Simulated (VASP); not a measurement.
# N in VASP: a series of runs

Runs on N. Level: PBEsol. Tasks: single point.

Program: VASP 6.6.1. These are calculated values, not measurements. Logs are shortened: lines on timing, memory, paths and dates and some standing lists are left out, and cuts for length are marked.

## 1. The cell of the first run

The structure is tetragonal, space group P4_2/mnm (No. 136). Conventional cell: a = 4.084 Å, b = 4.084 Å, c = 5.346 Å, α = 90.00°, β = 90.00°, γ = 90.00°. Within 1.5 Å of N (site symmetry m2m) lie 1 N at 1.11 Å.

## 2. Single point, PBEsol

INCAR

```
PREC = Accurate
ENCUT = 520
EDIFF = 1E-7
ISMEAR = 1
SIGMA = 0.01
LREAL = F
LASPH = T
NELM = 80
ALGO = Normal
ISIF = 2
LWAVE = F
LCHARG = F
GGA = PS
NBANDS = 18
```

KPOINTS

```
Automatic mesh
0
Gamma
  4 4 3
```

POSCAR

```
N
1.0
    4.0840620000      0.0000000000      0.0000000000
    0.0000000000      4.0840620000      0.0000000000
    0.0000000000      0.0000000000      5.3459130000
N
4
Direct
    0.9042750000      0.9042750000      0.0000000000
    0.5957250000      0.4042750000      0.5000000000
    0.0957250000      0.0957250000      0.0000000000
    0.4042750000      0.5957250000      0.5000000000
```

Potentials or basis: VASP PAW PBE potentials, release 64 (N).

Launch:

```sh
$ cat potpaw_PBE.64/N/POTCAR > POTCAR
$ mpirun -np 1 vasp_std > vasp.out
```

OUTCAR:

```text
PREC = Accurate
   ENCUT = 520
   EDIFF = 1E-7
   ISMEAR = 1
   LREAL = F
   LASPH = T
   NELM = 80
   ISIF = 2
   GGA = PS

 ion  position               nearest neighbor table
   1  0.904  0.904  0.000-   3 1.11
   2  0.596  0.404  0.500-   4 1.11
   3  0.096  0.096  0.000-   1 1.11
   4  0.404  0.596  0.500-   2 1.11

  LATTYP: Found a simple tetragonal cell.
 ALAT       =     4.0840620000
 C/A-ratio  =     1.3089695994

  Lattice vectors:

 A1 = (   4.0840620000,   0.0000000000,   0.0000000000)
 A2 = (   0.0000000000,   4.0840620000,   0.0000000000)
 A3 = (   0.0000000000,   0.0000000000,   5.3459130000)

Analysis of symmetry for initial positions (statically):
=====================================================================
 Subroutine PRICEL returns:
 Original cell was already a primitive cell.

 Routine SETGRP: Setting up the symmetry group for a
 simple tetragonal supercell.

 Subroutine GETGRP returns: Found 16 space group operations
 (whereof  8 operations were pure point group operations)
 out of a pool of 16 trial point group operations.

The static configuration has the point symmetry D_2h.
 The point group associated with its full space group is D_4h.

Analysis of symmetry for dynamics (positions and initial velocities):
=====================================================================
 Subroutine PRICEL returns:
 Original cell was already a primitive cell.

 Routine SETGRP: Setting up the symmetry group for a
 simple tetragonal supercell.

 Subroutine GETGRP returns: Found 16 space group operations
 (whereof  8 operations were pure point group operations)
 out of a pool of 16 trial point group operations.

The dynamic configuration has the point symmetry D_2h.
 The point group associated with its full space group is D_4h.

 Subroutine INISYM returns: Found 16 space group operations
 (whereof  8 operations are pure point group operations),
 and found     1 'primitive' translations

----------------------------------------------------------------------------------------

                                     Primitive cell

  volume of cell :      89.1675

  direct lattice vectors                    reciprocal lattice vectors
     4.084062000  0.000000000  0.000000000     0.244854265  0.000000000  0.000000000
     0.000000000  4.084062000  0.000000000     0.000000000  0.244854265  0.000000000
     0.000000000  0.000000000  5.345913000     0.000000000  0.000000000  0.187058787

  length of vectors
     4.084062000  4.084062000  5.345913000     0.244854265  0.244854265  0.187058787

  position of ions in fractional coordinates (direct lattice)
     0.904275000  0.904275000  0.000000000
     0.595725000  0.404275000  0.500000000
     0.095725000  0.095725000  0.000000000
     0.404275000  0.595725000  0.500000000

  ion indices of the primitive-cell ions
   primitive index   ion index
                 1           1
                 2           2
                 3           3
                 4           4

----------------------------------------------------------------------------------------

 KPOINTS: Automatic mesh

Automatic generation of k-mesh.
 Grid dimensions read from file:
 generate k-points for:    4    4    3

 Generating k-lattice:

  Cartesian coordinates                     Fractional coordinates (reciprocal lattice)
     0.061213566  0.000000000  0.000000000     0.250000000  0.000000000  0.000000000
     0.000000000  0.061213566  0.000000000     0.000000000  0.250000000  0.000000000
     0.000000000  0.000000000  0.062352929     0.000000000  0.000000000  0.333333333

  Length of vectors
     0.061213566  0.061213566  0.062352929

  Shift w.r.t. Gamma in fractional coordinates (k-lattice)
     0.000000000  0.000000000  0.000000000

 Subroutine IBZKPT returns following result:
 ===========================================

 Found     12 irreducible k-points:

 Following reciprocal coordinates:
            Coordinates               Weight
  0.000000  0.000000  0.000000      1.000000
  0.250000  0.000000  0.000000      4.000000
  0.500000  0.000000  0.000000      2.000000
  0.250000  0.250000  0.000000      4.000000
  0.500000  0.250000  0.000000      4.000000
  0.500000  0.500000  0.000000      1.000000
  0.000000  0.000000  0.333333      2.000000
  0.250000  0.000000  0.333333      8.000000
  0.500000  0.000000  0.333333      4.000000
  0.250000  0.250000  0.333333      8.000000
  0.500000  0.250000  0.333333      8.000000
  0.500000  0.500000  0.333333      2.000000
   k-points           NKPTS =     12   k-points in BZ     NKDIM =     12   number of bands    NBANDS=     18
   number of dos      NEDOS =    301   number of ions     NIONS =      4
   total plane-waves  NPLWV =  36000
   dimension x,y,z NGX =    30 NGY =   30 NGZ =   40
   dimension x,y,z NGXF=    60 NGYF=   60 NGZF=   80
   ions per type =               4
   NGX,Y,Z   is equivalent  to a cutoff of  12.21, 12.21, 12.44 a.u.
   NGXF,Y,Z  is equivalent  to a cutoff of  24.42, 24.42, 24.88 a.u.
 SYSTEM =  unknown system
   PREC   = accura    normal or accurate (medium, high low for compatibility)
   ISTART =      0    job   : 0-new  1-cont  2-samecut
   ICHARG =      2    charge: 1-file 2-atom 10-const
   ISPIN  =      1    spin polarized calculation?
   LNONCOLLINEAR =      F non collinear calculations
   LSORBIT =      F    spin-orbit coupling
   LASPH  =      T    aspherical Exc in radial PAW
   ENCUT  =  520.0 eV  38.22 Ry    6.18 a.u.   7.59  7.59  9.94*2*pi/ulx,y,z
   NELM   =     80;   NELMIN=  2; NELMDL= -5     # of ELM steps
   EDIFF  = 0.1E-06   stopping-criterion for ELM
   LREAL  =      F    real-space projection
   EDIFFG = 0.1E-05   stopping-criterion for IOM
   NSW    =      0    number of steps for IOM
   IBRION =     -1    ionic relax: 0-MD 1-quasi-New 2-CG
   NFREE  =      0    steps in history (QN), initial steepest desc. (CG)
   ISIF   =      2    stress and relaxation
   ISYM   =      2    0-nonsym 1-usesym 2-fastsym
   POTIM  = 0.5000    time-step for ionic-motion
   TEBEG  =    0.0;   TEEND  =   0.0 temperature during run
   PSTRESS=    0.0 pullay stress
   NELECT =      20.0000    total number of electrons
   NUPDOWN=      -1.0000    fix difference up-down
   EMIN   =  10.00;   EMAX   =-10.00  energy-range for DOS
   EFERMI =   0.00;   METHOD = LEGACY
   ISMEAR =     1;   SIGMA  =   0.01  broadening in eV -4-tet -1-fermi 0-gaus
   EFERMI_NEDOS =   21; number of points for ismear=-14 and -15
   IALGO  =     38    algorithm
   IMIX   =      4    mixing-type and parameters
     AMIX     =   0.40;   BMIX     =  1.00
     AMIX_MAG =   1.60;   BMIX_MAG =  1.00
  volume/ion in A,a.u.               =      22.29       150.43
  Fermi-wavevector in a.u.,A,eV,Ry     =   0.994678  1.879669 13.461399  0.989385
  Thomas-Fermi vector in A             =   2.126646
   LORBIT       =      0    0 simple, 1 ext, 2 COOP (PROOUT), +10 PAW based schemes
   GGA     = PS    functional components
   LHFCALC =     F    Hartree Fock is set to
   AEXX    =    0.0000 exact exchange contribution
   IVDW    =     0    specifies the selected vdW correction
   LEPSILON=     F    determine dielectric tensor
   LRPA    =     F    only Hartree local field effects (RPA)
 non-spin polarized calculation
 Methfessel and Paxton  Order N= 1 SIGMA  =   0.01
  energy-cutoff  :      520.00
  volume of cell :       89.17
 maximum number of plane-waves:      2419
   NGX = 15   NGY = 15   NGZ = 19

 number of electron      20.0000000 magnetization

 Free energy of the ion-electron system (eV)
  ---------------------------------------------------
  ext. energy  EPLUGINS =         0.00000000
  ---------------------------------------------------
  free energy    TOTEN  =       -34.13671791 eV

  energy without entropy =      -34.13671791  energy(sigma->0) =      -34.13671791

 E-fermi :  -6.2800     XC(G=0):  -6.4910

 val. band max:       -6.3825202943   @ k =   0.5000   0.5000   0.3333
 cond. band min:       0.4580318937   @ k =   0.0000   0.0000   0.0000
 fundamental gap:      6.8405521879
 Fermi energy:        -6.2800053351

 k-point     1 :       0.0000    0.0000    0.0000
  band No.  band energies     occupation
      1     -24.7639      2.00000
      2     -24.7006      2.00000
      3      -9.7159      2.00000
      4      -9.7159      2.00000
      5      -8.4571      2.00000
      6      -7.8859      2.00000
[... 10 lines left out ...]
     17       7.6474      0.00000
     18      11.4682      0.00000

 k-point     2 :       0.2500    0.0000    0.0000
  band No.  band energies     occupation
      1     -24.7485      2.00000
      2     -24.7037      2.00000
      3      -9.8431      2.00000
      4      -9.8373      2.00000
      5      -8.3448      2.00000
      6      -8.0801      2.00000
[... 10 lines left out ...]
     17       8.0228      0.00000
     18       9.7755      0.00000

 k-point     3 :       0.5000    0.0000    0.0000
  band No.  band energies     occupation
      1     -24.7200      2.00000
      2     -24.7200      2.00000
      3      -9.9632      2.00000
      4      -9.9632      2.00000
      5      -8.0916      2.00000
      6      -8.0916      2.00000
[... 10 lines left out ...]
     17       9.1333      0.00000
     18       9.1333      0.00000

 k-point     4 :       0.2500    0.2500    0.0000
  band No.  band energies     occupation
      1     -24.7360      2.00000
      2     -24.7042      2.00000
      3      -9.9523      2.00000
      4      -9.9270      2.00000
      5      -8.2560      2.00000
      6      -8.1791      2.00000
[... 123 lines left out ...]
      4      -9.9123      2.00000
      5      -8.3689      2.00000
      6      -8.0921      2.00000
[... 10 lines left out ...]
     17       8.3525      0.00000
     18       9.3579      0.00000

 k-point    11 :       0.5000    0.2500    0.3333
  band No.  band energies     occupation
      1     -24.7138      2.00000
      2     -24.7138      2.00000
      3     -10.0371      2.00000
      4     -10.0371      2.00000
      5      -8.2681      2.00000
      6      -8.2681      2.00000
[... 10 lines left out ...]
     17       8.5606      0.00000
     18       8.5606      0.00000

 k-point    12 :       0.5000    0.5000    0.3333
  band No.  band energies     occupation
      1     -24.7079      2.00000
      2     -24.7079      2.00000
      3     -10.1035      2.00000
      4     -10.1035      2.00000
      5      -8.2748      2.00000
      6      -8.2748      2.00000
[... 10 lines left out ...]
     17       7.9864      0.00000
     18       7.9864      0.00000

------------------------ aborting loop because EDIFF is reached ----------------------------------------

  FORCE on cell =-STRESS in cart. coord.  units (eV):
  Direction    XX          YY          ZZ          XY          YZ          ZX
  --------------------------------------------------------------------------------------
  -------------------------------------------------------------------------------------
  Total        1.0029300      1.0029300      0.0780611      0.0000000      0.0000000      0.0000000
  in kB       18.0208247     18.0208247      1.4026152      0.0000000      0.0000000      0.0000000
  external PRESSURE =      12.4814215 kB  Pullay stress =       0.0000000 kB

 VOLUME and BASIS-vectors are now :
 -----------------------------------------------------------------------------
  energy-cutoff  :      520.00
  volume of cell :       89.17
      direct lattice vectors                 reciprocal lattice vectors
     4.084062000  0.000000000  0.000000000     0.244854265  0.000000000  0.000000000
     0.000000000  4.084062000  0.000000000     0.000000000  0.244854265  0.000000000
     0.000000000  0.000000000  5.345913000     0.000000000  0.000000000  0.187058787

 POSITION                                       TOTAL-FORCE (eV/Angst)
 -----------------------------------------------------------------------------------
      3.69312      3.69312      0.00000        -0.612792     -0.612792      0.000000
      2.43298      1.65108      2.67296         0.612792     -0.612792      0.000000
      0.39095      0.39095      0.00000         0.612792      0.612792     -0.000000
      1.65108      2.43298      2.67296        -0.612792      0.612792      0.000000
 -----------------------------------------------------------------------------------
    total drift:                               -0.000000     -0.000000     -0.000000

  FREE ENERGIE OF THE ION-ELECTRON SYSTEM (eV)
  ---------------------------------------------------
  free  energy   TOTEN  =       -34.1367179108 eV

  energy  without entropy=      -34.1367179108  energy(sigma->0) =      -34.13671791
```

Run time: 29 s. Hardware: 1 thread of Intel Xeon 8259CL, shared host; peak memory 0.17 GiB.

Results:

- Free energy: -34.1367 eV
- Pressure: 1.2 GPa
- Largest force: 0.867 eV/Å
- Band gap on the k mesh: 6.84 eV (least direct gap 7.03 eV)

Forces in eV/Å, atoms in the order of the input:
```
N   -0.613 -0.613  0.000
N    0.613 -0.613  0.000
N    0.613  0.613  0.000
N   -0.613  0.613  0.000
```

Caveat: the standard files for N, O and F lose accuracy on very short bonds; this functional lacks dispersion, which holds the molecules together, so the pressure and a relaxed volume are unreliable; the PAW data sets were made with another functional, which shifts forces and pressure a little; an odd mesh through Γ misses points on the zone boundary, where band edges can lie.

(Continued in part 2 of 2.)
